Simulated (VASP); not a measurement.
# SiGe4Pt (I422) in VASP: further runs

The runs below take SiGe4Pt through single point, relaxation of cell and atoms, with PBE.

Program: VASP 6.6.1. These are calculated values, not measurements. Logs are shortened: lines on timing, memory, paths and dates and some standing lists are left out, and cuts for length are marked.

### Step 1. The cell of the first run

It takes space group I422 (No. 97, tetragonal). Conventional cell: a = 6.025 Å, b = 6.025 Å, c = 5.973 Å, α = 90.00°, β = 90.00°, γ = 90.00°. Si (site symmetry 422) has 8 Ge at 2.72 Å and 2 Pt at 2.99 Å within 3.6 Å. Within 3.6 Å of Ge (site symmetry 2) lie 11 Ge at 2.65 to 3.53 Å and 2 Si at 2.72 Å and 2 Pt at 2.72 Å. Pt (site symmetry 422) has 8 Ge at 2.72 Å and 2 Si at 2.99 Å within 3.6 Å.

The cell was generated, and may not be a known phase.

### Step 2. Single point, PBE

The input, INCAR:

```
SYSTEM = SiGe4Pt
PREC = Accurate
ENCUT = 520
EDIFF = 1E-6
ISMEAR = 0
SIGMA = 0.1
LREAL = .False.
LASPH = .True.
NELM = 80
ALGO = Normal
ISIF = 2
LWAVE = .False.
LCHARG = .False.
GGA = PE
NBANDS = 44
```

The input, KPOINTS:

```
regular mesh
0
Gamma
  4 4 4
  0 0 0
```

The input, POSCAR:

```
SiGe4Pt
1.0
   -3.0125194885      3.0125194885      2.9862616421
    3.0125194885     -3.0125194885      2.9862616421
    3.0125194885      3.0125194885     -2.9862616421
Si Ge Pt
1 4 1
Direct
    0.5000000000      0.5000000000      0.0000000000
    0.9057672518      0.4057672518      0.8115345036
    0.5942327482      0.0942327482      0.1884654964
    0.0942327482      0.9057672518      0.5000000000
    0.4057672518      0.5942327482      0.5000000000
    0.0000000000      0.0000000000      0.0000000000
```

Potentials or basis: VASP PAW PBE potentials, release 64 (Si, Ge_d, Pt).

Command:

```bash
cat potpaw_PBE.64/Si/POTCAR potpaw_PBE.64/Ge_d/POTCAR potpaw_PBE.64/Pt/POTCAR > POTCAR
mpirun -np 1 vasp_std > vasp.out
```

OUTCAR:

```text
SYSTEM = SiGe4Pt
   PREC = Accurate
   ENCUT = 520
   EDIFF = 1E-6
   ISMEAR = 0
   LREAL = .False.
   LASPH = .True.
   NELM = 80
   ISIF = 2
   GGA = PE

 ion  position               nearest neighbor table
   1  0.500  0.500  0.000-   4 2.72   3 2.72   5 2.72   5 2.72   4 2.72   2 2.72   2 2.72   3 2.72
                             6 2.99   6 2.99
   2  0.906  0.406  0.812-   3 2.65   6 2.72   1 2.72   6 2.72   1 2.72
   3  0.594  0.094  0.188-   2 2.65   1 2.72   6 2.72   1 2.72   6 2.72
   4  0.094  0.906  0.500-   5 2.65   1 2.72   6 2.72   6 2.72   1 2.72
   5  0.406  0.594  0.500-   4 2.65   1 2.72   6 2.72   1 2.72   6 2.72
   6  0.000  0.000  0.000-   3 2.72   5 2.72   4 2.72   4 2.72   2 2.72   5 2.72   2 2.72   3 2.72
                             1 2.99   1 2.99

  LATTYP: Found a body centered tetragonal cell.
 ALAT       =     6.0250389770
 C/A-ratio  =     0.9912837588

  Lattice vectors:

 A1 = (  -3.0125194885,   3.0125194885,   2.9862616421)
 A2 = (   3.0125194885,  -3.0125194885,   2.9862616421)
 A3 = (   3.0125194885,   3.0125194885,  -2.9862616421)

Analysis of symmetry for initial positions (statically):
=====================================================================
 Subroutine PRICEL returns:
 Original cell was already a primitive cell.

 Routine SETGRP: Setting up the symmetry group for a
 body centered tetragonal supercell.

 Subroutine GETGRP returns: Found  8 space group operations
 (whereof  8 operations were pure point group operations)
 out of a pool of 16 trial point group operations.

The static configuration has the point symmetry D_4 .

Analysis of symmetry for dynamics (positions and initial velocities):
=====================================================================
 Subroutine PRICEL returns:
 Original cell was already a primitive cell.

 Routine SETGRP: Setting up the symmetry group for a
 body centered tetragonal supercell.

 Subroutine GETGRP returns: Found  8 space group operations
 (whereof  8 operations were pure point group operations)
 out of a pool of 16 trial point group operations.

The dynamic configuration has the point symmetry D_4 .

 Subroutine INISYM returns: Found  8 space group operations
 (whereof  8 operations are pure point group operations),
 and found     1 'primitive' translations

----------------------------------------------------------------------------------------

                                     Primitive cell

  volume of cell :     108.4046

  direct lattice vectors                    reciprocal lattice vectors
    -3.012519489  3.012519489  2.986261642     0.000000000  0.165974030  0.167433420
     3.012519489 -3.012519489  2.986261642     0.165974030  0.000000000  0.167433420
     3.012519489  3.012519489 -2.986261642     0.165974030  0.165974030  0.000000000

  length of vectors
     5.202721012  5.202721012  5.202721012     0.235756927  0.235756927  0.234722724

  position of ions in fractional coordinates (direct lattice)
     0.500000000  0.500000000  0.000000000
     0.905767252  0.405767252  0.811534504
     0.594232748  0.094232748  0.188465496
     0.094232748  0.905767252  0.500000000
     0.405767252  0.594232748  0.500000000
     0.000000000  0.000000000  0.000000000

  ion indices of the primitive-cell ions
   primitive index   ion index
                 1           1
                 2           2
                 3           3
                 4           4
                 5           5
                 6           6

----------------------------------------------------------------------------------------

 KPOINTS: regular mesh

Automatic generation of k-mesh.
 Grid dimensions read from file:
 generate k-points for:    4    4    4

 Generating k-lattice:

  Cartesian coordinates                     Fractional coordinates (reciprocal lattice)
     0.000000000  0.041493508  0.041858355     0.250000000  0.000000000  0.000000000
     0.041493508  0.000000000  0.041858355     0.000000000  0.250000000  0.000000000
     0.041493508  0.041493508  0.000000000     0.000000000  0.000000000  0.250000000

  Length of vectors
     0.058939232  0.058939232  0.058680681

  Shift w.r.t. Gamma in fractional coordinates (k-lattice)
     0.000000000  0.000000000  0.000000000

 Subroutine IBZKPT returns following result:
 ===========================================

 Found     13 irreducible k-points:

 Following reciprocal coordinates:
            Coordinates               Weight
  0.000000  0.000000  0.000000      1.000000
  0.250000 -0.000000  0.000000      8.000000
  0.500000 -0.000000  0.000000      4.000000
  0.250000  0.250000  0.000000      8.000000
  0.500000  0.250000  0.000000     16.000000
 -0.250000  0.250000  0.000000      4.000000
  0.500000  0.500000  0.000000      2.000000
  0.250000  0.250000  0.250000      2.000000
 -0.250000  0.250000  0.250000      4.000000
  0.500000  0.500000  0.250000      4.000000
 -0.250000  0.500000  0.250000      8.000000
[... 36 lines left out ...]
  Fermi-wavevector in a.u.,A,eV,Ry     =   1.415006  2.673974 27.242161  2.002242
  Thomas-Fermi vector in A             =   2.536489
   LORBIT       =      0    0 simple, 1 ext, 2 COOP (PROOUT), +10 PAW based schemes
   GGA     = PE    functional components
   LHFCALC =     F    Hartree Fock is set to
   AEXX    =    0.0000 exact exchange contribution
   IVDW    =     0    specifies the selected vdW correction
   LEPSILON=     F    determine dielectric tensor
   LRPA    =     F    only Hartree local field effects (RPA)
 non-spin polarized calculation
 Gauss-broadening in eV      SIGMA  =   0.10
  energy-cutoff  :      520.00
  volume of cell :      108.40
 maximum number of plane-waves:      2936
 NGX is ok and might be reduce to    40
   NGX = 19   NGY = 19   NGZ = 19

 number of electron      70.0000029 magnetization

 Free energy of the ion-electron system (eV)
  ---------------------------------------------------
  ext. energy  EPLUGINS =         0.00000000
  ---------------------------------------------------
  free energy    TOTEN  =       -28.85323704 eV

  energy without entropy =      -28.84906560  energy(sigma->0) =      -28.85115132

 E-fermi :   7.6978     XC(G=0): -11.3941

 val. band max:        7.4961590271   @ k =  -0.2500   0.5000   0.2500
 cond. band min:       7.7720057533   @ k =   0.5000   0.5000   0.5000
 fundamental gap:      0.2758467262
 Fermi energy:         7.6978170286

 k-point     1 :       0.0000    0.0000    0.0000
  band No.  band energies     occupation
      1     -17.2605      2.00000
      2     -17.2536      2.00000
      3     -17.2305      2.00000
      4     -17.2238      2.00000
      5     -17.2238      2.00000
      6     -17.2234      2.00000
[... 36 lines left out ...]
     43      12.1384      0.00000
     44      15.7474      0.00000

 k-point     2 :       0.2500   -0.0000    0.0000
  band No.  band energies     occupation
      1     -17.2611      2.00000
      2     -17.2567      2.00000
      3     -17.2293      2.00000
      4     -17.2238      2.00000
      5     -17.2236      2.00000
      6     -17.2198      2.00000
[... 36 lines left out ...]
     43      13.4304      0.00000
     44      14.0919      0.00000

 k-point     3 :       0.5000   -0.0000    0.0000
  band No.  band energies     occupation
      1     -17.2612      2.00000
      2     -17.2601      2.00000
      3     -17.2288      2.00000
      4     -17.2276      2.00000
      5     -17.2153      2.00000
      6     -17.2146      2.00000
[... 36 lines left out ...]
     43      12.2730      0.00000
     44      12.6658      0.00000

 k-point     4 :       0.2500    0.2500    0.0000
  band No.  band energies     occupation
      1     -17.2611      2.00000
      2     -17.2588      2.00000
      3     -17.2290      2.00000
      4     -17.2234      2.00000
      5     -17.2214      2.00000
      6     -17.2173      2.00000
[... 365 lines left out ...]
     43      12.5881      0.00000
     44      13.0266      0.00000

 k-point    12 :      -0.2500   -0.2500    0.2500
  band No.  band energies     occupation
      1     -17.2586      2.00000
      2     -17.2576      2.00000
      3     -17.2293      2.00000
      4     -17.2239      2.00000
      5     -17.2229      2.00000
      6     -17.2190      2.00000
[... 36 lines left out ...]
     43      12.7087      0.00000
     44      13.8743      0.00000

 k-point    13 :       0.5000    0.5000    0.5000
  band No.  band energies     occupation
      1     -17.2606      2.00000
      2     -17.2571      2.00000
      3     -17.2231      2.00000
      4     -17.2218      2.00000
      5     -17.2210      2.00000
      6     -17.2210      2.00000
[... 36 lines left out ...]
     43      12.7252      0.00000
     44      13.7883      0.00000

------------------------ aborting loop because EDIFF is reached ----------------------------------------

  FORCE on cell =-STRESS in cart. coord.  units (eV):
  Direction    XX          YY          ZZ          XY          YZ          ZX
  --------------------------------------------------------------------------------------
  -------------------------------------------------------------------------------------
  Total       -0.0950670     -0.0950670     -0.1147240      0.0000000     -0.0000000      0.0000000
  in kB       -1.4050538     -1.4050538     -1.6955765      0.0000000     -0.0000000      0.0000000
  external PRESSURE =      -1.5018947 kB  Pullay stress =       0.0000000 kB

 VOLUME and BASIS-vectors are now :
 -----------------------------------------------------------------------------
  energy-cutoff  :      520.00
  volume of cell :      108.40
      direct lattice vectors                 reciprocal lattice vectors
    -3.012519489  3.012519489  2.986261642     0.000000000  0.165974030  0.167433420
     3.012519489 -3.012519489  2.986261642     0.165974030  0.000000000  0.167433420
     3.012519489  3.012519489 -2.986261642     0.165974030  0.165974030  0.000000000

 POSITION                                       TOTAL-FORCE (eV/Angst)
 -----------------------------------------------------------------------------------
      0.00000      0.00000      2.98626        -0.000000      0.000000      0.000000
      0.93850      3.95102      1.49313        -0.017991     -0.017991     -0.000000
     -0.93850      2.07402      1.49313         0.017991      0.017991      0.000000
      3.95102     -0.93850      1.49313        -0.017991      0.017991      0.000000
      2.07402      0.93850      1.49313         0.017991     -0.017991      0.000000
      0.00000      0.00000      0.00000        -0.000000     -0.000000      0.000000
 -----------------------------------------------------------------------------------
    total drift:                               -0.000001      0.000001      0.000000

  FREE ENERGIE OF THE ION-ELECTRON SYSTEM (eV)
  ---------------------------------------------------
  free  energy   TOTEN  =       -28.8532370356 eV

  energy  without entropy=      -28.8490655967  energy(sigma->0) =      -28.85115132
```

Wall time 35 s (1 thread of Intel Xeon 6975P-C (Granite Rapids), shared host); peak memory 0.26 GiB.

Results:

```
Free energy            : -28.8532 eV
Pressure               : -0.2 GPa
Largest force          : 0.025 eV/Å
Band gap on the k mesh : zero (bands 35 and 36 overlap by 1.86 eV)
```

Forces on the atoms (eV/Å):
```
Si   0.000  0.000  0.000
Ge  -0.018 -0.018  0.000
Ge   0.018  0.018  0.000
Ge  -0.018  0.018  0.000
Ge   0.018 -0.018  0.000
Pt   0.000  0.000  0.000
```

Levels at points of the mesh, in eV from the Fermi level:
| k point | band 31 | band 32 | band 33 | band 34 | band 35 | band 36 | band 37 | band 38 | band 39 | band 40 |
| --- | --- | --- | --- | --- | --- | --- | --- | --- | --- | --- |
| (0.00, 0.00, 0.00) | -2.86 | -2.86 | -2.75 | -2.10 | -1.19 | -1.19 | -0.99 | -0.90 | 2.65 | 4.03 |
| (0.50, 0.00, 0.00) | -2.79 | -2.41 | -1.87 | -1.33 | 0.08 | 0.97 | 1.17 | 1.72 | 1.99 | 2.81 |
| (0.50, 0.50, 0.00) | -2.82 | -2.47 | -2.35 | -1.28 | -0.90 | 0.82 | 1.94 | 2.03 | 2.03 | 2.12 |
| (0.50, 0.50, 0.50) | -2.84 | -1.70 | -1.33 | 0.07 | 0.07 | 1.39 | 1.39 | 1.60 | 1.98 | 4.54 |

Caveat: the k points lie up to 0.37 Å⁻¹ apart, too coarse for converged energies and pressures of a metal; spin-orbit coupling is left out, which moves the levels of the heavy elements.

### Step 3. Single point, PBE

This run uses another cell than the first one, of 22.64 Å³/atom.

The input, INCAR:

```
SYSTEM = SiGe4Pt
ALGO = Normal
EDIFF = 1E-6
ENCUT = 520
GGA = PE
ISIF = 2
ISMEAR = 0
LASPH = .True.
LCHARG = .False.
LREAL = .False.
LWAVE = .False.
NBANDS = 44
NELM = 100
PREC = Accurate
SIGMA = 0.1
```

The input, KPOINTS:

```
k-points
0
Gamma
  4 4 4
  0 0 0
```

The input, POSCAR:

```
SiGe4Pt
1.0
   -3.4021394600      3.4021394600      2.9342025600
    3.4021394600     -3.4021394600      2.9342025600
    3.4021394600      3.4021394600     -2.9342025600
Si Ge Pt
1 4 1
Direct
    0.5000000000      0.5000000000      0.0000000000
    0.9199750100      0.4199750100      0.8399500300
    0.5800249900      0.0800249900      0.1600499700
    0.0800249900      0.9199750100      0.5000000000
    0.4199750100      0.5800249900      0.5000000000
    0.0000000000      0.0000000000      0.0000000000
```

Potentials or basis: VASP PAW PBE potentials, release 64 (Si, Ge_d, Pt).

Command:

```bash
cat potpaw_PBE.64/Si/POTCAR potpaw_PBE.64/Ge_d/POTCAR potpaw_PBE.64/Pt/POTCAR > POTCAR
mpirun -np 1 vasp_std > vasp.out
```

Wall time 49 s (1 thread of Intel Xeon 6975P-C (Granite Rapids), shared host); peak memory 0.29 GiB.

The run converged. Its results:

| Quantity | Value |
| --- | --- |
| Free energy | -27.5811 eV |
| Pressure | -10.6 GPa |
| Largest force | 0.072 eV/Å |
| Band gap on the k mesh | zero (bands 35 and 36 overlap by 1.63 eV) |

Forces in eV/Å, atoms in the order of the input:
```
Si   0.000  0.000  0.000
Ge   0.051  0.051  0.000
Ge  -0.051 -0.051  0.000
Ge   0.051 -0.051  0.000
Ge  -0.051  0.051  0.000
Pt   0.000  0.000  0.000
```

Stress tensor (GPa, compression positive):
```
-10.40   0.00   0.00
  0.00 -10.40   0.00
  0.00   0.00 -10.86
```

Levels at points of the mesh, in eV from the Fermi level:
```tsv
k point	band 33	band 34	band 35	band 36	band 37	band 38
(0.00, 0.00, 0.00)	-1.94	-1.39	-1.18	-1.18	-0.95	-0.01
(0.50, 0.00, 0.00)	-1.14	-0.48	-0.34	0.73	1.18	1.61
(0.50, 0.50, 0.00)	-1.50	-1.49	-1.45	0.81	1.32	1.65
(0.50, 0.50, 0.50)	-0.47	0.14	0.14	0.58	1.37	1.55
```

Caveat: the cell stands under tension; spin-orbit coupling is left out, which moves the levels of the heavy elements.

### Step 4. Relaxation of cell and atoms, PBE

This run uses another cell than the first one, of 22.64 Å³/atom.

The input, INCAR:

```
SYSTEM = SiGe4Pt
ALGO = Normal
EDIFF = 1E-7
EDIFFG = -0.04
ENCUT = 600
GGA = PE
IBRION = 2
ISIF = 3
ISMEAR = 0
LASPH = .True.
LCHARG = .False.
LREAL = .False.
LWAVE = .False.
NELM = 60
NSW = 90
PREC = Accurate
SIGMA = 0.1
```

KPOINTS is that of step 3.

POSCAR is that of step 3.

Command:

```bash
cat potpaw_PBE.64/Si/POTCAR potpaw_PBE.64/Ge_d/POTCAR potpaw_PBE.64/Pt/POTCAR > POTCAR
mpirun -np 1 vasp_std > vasp.out
```

Wall time 14 min (1 thread of Intel Xeon 6975P-C (Granite Rapids), shared host); peak memory 0.37 GiB.

The run converged. Its results:

```yaml
Free_energy: -28.8586 eV
Relaxed_volume: 18.03 Å³/atom
Relaxed_cell: a = 5.199 Å, b = 5.199 Å, c = 5.199 Å, α = 109.19°, β = 109.19°, γ = 110.04°
Space_group_after_relaxing_to_0.1_Å: I422 (No. 97)
Energy_gained_by_relaxing: 212.9 meV/atom
Ionic_steps: 16
Pressure_after_relaxing: 0.0 GPa
Band_gap_on_the_k_mesh: zero (bands 35 and 36 overlap by 1.86 eV)
```

Step by step:
```csv
step,energy change (eV),largest force (eV/Å),pressure (GPa),volume (Å³)
1,0.0000,0.0699,-10.56,135.85
2,-0.9059,0.5576,3.08,108.58
3,-0.9407,0.4397,-0.03,112.18
4,-0.9835,0.4061,0.01,111.53
5,-1.0998,0.2569,0.19,109.57
6,-1.1726,0.5095,1.66,105.54
7,-1.1840,0.0412,0.52,107.65
8,-1.2020,0.1691,0.94,106.60
9,-1.2276,0.3802,0.19,107.32
10,-1.2276,0.3789,0.22,107.32
11,-1.2535,0.2549,0.00,107.70
12,-1.2754,0.0491,-0.41,108.81
13,-1.2770,0.0024,-0.36,108.60
14,-1.2770,0.0093,-0.35,108.57
15,-1.2770,0.0134,0.35,107.79
16,-1.2775,0.0014,0.00,108.19
```

Final structure:
```
Si Ge Pt
1.0
    -3.01232    3.01232    2.98077
     3.01232   -3.01232    2.98077
     3.01232    3.01232   -2.98077
Si Ge Pt
1 4 1
Cartesian
  0.0000 0.0000 2.9808
  0.9356 3.9479 1.4904
  -0.9356 2.0768 1.4904
  3.9479 -0.9356 1.4904
  2.0768 0.9356 1.4904
  0.0000 0.0000 0.0000
```

Levels at points of the mesh, in eV from the Fermi level:
```csv
k point,band 32,band 33,band 34,band 35,band 36,band 37,band 38,band 39
"(0.00, 0.00, 0.00)",-2.87,-2.75,-2.12,-1.19,-1.19,-0.99,-0.93,2.68
"(0.50, 0.00, 0.00)",-2.42,-1.87,-1.33,0.08,0.96,1.18,1.73,1.99
"(0.50, 0.50, 0.00)",-2.50,-2.36,-1.29,-0.91,0.81,1.96,2.02,2.03
"(0.50, 0.50, 0.50)",-1.69,-1.36,0.07,0.07,1.39,1.39,1.60,1.96
```

Caveat: the volume moved by over 15 % at a fixed basis, so the end points are rough; spin-orbit coupling is left out, which moves the levels of the heavy elements.

### Step 5. Single point, PBE

The input, INCAR:

```
ALGO = Normal
EDIFF = 1E-6
ENCUT = 520
GGA = PE
ISIF = 2
ISMEAR = 0
LASPH = True
LCHARG = False
LREAL = False
LWAVE = False
NBANDS = 44
NELM = 100
PREC = Accurate
SIGMA = 0.1
```

The input, KPOINTS:

```
k-points
0
Gamma
  10 10 10
```

The input, POSCAR:

```
SiGe4Pt
1.0
   -3.0988869735      3.0988869735      2.8231424428
    3.0988869735     -3.0988869735      2.8231424428
    3.0988869735      3.0988869735     -2.8231424428
Si Ge Pt
1 4 1
Direct
    0.5000000000      0.5000000000      0.0000000000
    0.9030116126      0.4030116126      0.8060232252
    0.5969883874      0.0969883874      0.1939767748
    0.0969883874      0.9030116126      0.5000000000
    0.4030116126      0.5969883874      0.5000000000
    0.0000000000      0.0000000000      0.0000000000
```

Command:

```bash
cat potpaw_PBE.64/Si/POTCAR potpaw_PBE.64/Ge_d/POTCAR potpaw_PBE.64/Pt/POTCAR > POTCAR
mpirun -np 1 vasp_std > vasp.out
```

It took 3.8 min on 1 thread of Intel Xeon 6975P-C (Granite Rapids), shared host; peak memory 0.53 GiB.

The run converged. Its results:

```
Free energy            : -28.8094 eV
Pressure               : 0.0 GPa
Band gap on the k mesh : zero (bands 35 and 36 overlap by 2.11 eV)
```

Levels at points of the mesh, in eV from the Fermi level:
| k point | band 33 | band 34 | band 35 | band 36 | band 37 | band 38 |
| --- | --- | --- | --- | --- | --- | --- |
| (0.00, 0.00, 0.00) | -2.69 | -1.85 | -1.17 | -1.04 | -1.04 | -1.02 |
| (0.50, 0.00, 0.00) | -1.61 | -0.69 | 0.11 | 0.81 | 1.51 | 2.10 |
| (0.50, 0.50, 0.00) | -2.51 | -1.45 | -1.08 | 1.03 | 2.00 | 2.06 |
| (0.50, 0.50, 0.50) | -1.27 | 0.24 | 0.24 | 1.45 | 1.57 | 1.57 |

Caveat: spin-orbit coupling is left out, which moves the levels of the heavy elements.

### Step 6. Summary

```csv
task,cell,k mesh,cutoff (eV),gap on the mesh (eV),pressure (GPa),largest force (eV/Å)
single point,"a = 5.203 Å, angles 109.2, 109.2, 109.9°, 6 atoms, atomic positions A",4 × 4 × 4,520,none,-0.2,0.03
single point,"a = 5.635 Å, angles 105.7, 105.7, 117.2°, 6 atoms, atomic positions B",4 × 4 × 4,520,none,-10.6,0.07
relaxation of cell and atoms,"relaxed from a = 5.635 Å, angles 105.7, 105.7, 117.2°, 6 atoms, atomic positions B",4 × 4 × 4,600,none,0.0,-
single point,"a = 5.213 Å, angles 107.1, 107.1, 114.4°, 6 atoms, atomic positions C",10 × 10 × 10,520,none,0.0,-
```

Alike in all rows: level PBE; potentials or basis VASP PAW PBE potentials, release 64 (Si, Ge_d, Pt); no spin polarisation; smearing gaussian 0.1 eV.

Caveats: some runs use coarse meshes; spin-orbit coupling is left out, which moves the levels of the heavy elements; the cell stands under tension (at least some runs); the volume moved by over 15 % at a fixed basis, so the end points are rough (at least some runs).

Absolute energies hang on the potentials; compare differences alone.

The gap in the log of VASP goes by the Fermi energy; the results here count the filled bands.